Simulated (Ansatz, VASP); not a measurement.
**AsC3N3: VASP beside Ansatz**

```xyz
14
Lattice="4.5950 -3.4500 0.0000 4.5950 3.4500 0.0000 -1.7326 0.0000 8.7501" Properties=species:S:1:pos:R:3 pbc="T T T"
As    2.2570   -0.0008    2.2940
As    5.2005   -0.0008    6.4561
C     1.3661    1.4693    3.2586
C     6.0913    1.4693    5.4916
C     5.1090    2.5208    2.1790
C     2.3484    2.5208    6.5711
C     1.8930    0.9110    0.5871
C     5.5645    0.9110    8.1630
N     4.6776   -1.9843    8.3199
N     2.7799   -1.9843    0.4302
N     4.1391    1.8841    2.1756
N     3.3184    1.8841    6.5746
N     5.5282   -1.1293    3.9199
N     1.9292   -1.1293    4.8303
```

Alike in both runs: functional PBE; k mesh 5 × 5 × 3; occupations fermi-dirac, width 0.02 eV; no spin polarisation.

Ansatz relaxed the structure, and its values are those at the end. VASP's run is a single point on that final structure, the one shown.

|  | VASP | Ansatz |
| --- | --- | --- |
| version | VASP 6.6.1 | Ansatz 0.2.0 |
| potentials or method | VASP PAW PBE potentials, release 64 (As, C, N) | plane-wave PAW, scalar-relativistic |
| plane-wave cutoff (eV) | 520 | 420 |
| valence electrons in the cell | 64 | 84 |

|  | VASP | Ansatz | Ansatz less VASP |
| --- | --- | --- | --- |
| gap on the k mesh at the Fermi level (eV) | 4.65 | 4.68 | +0.031 |
| pressure (GPa) | 1.2 | 0.6 | -0.63 |
| rms of the force components (eV/Å) | 0.223 | 0.007 | -0.2152 |

One of these differences is far larger than is usual between the two programs; its cause wasn't traced. VASP's potentials hold 64 valence electrons a cell and Ansatz's 84, so a difference there can come from the potentials and not from the codes. Ansatz's warnings: stress scf threshold loose.

Noted on VASP's run: the standard files for N, O and F lose accuracy on very short bonds.
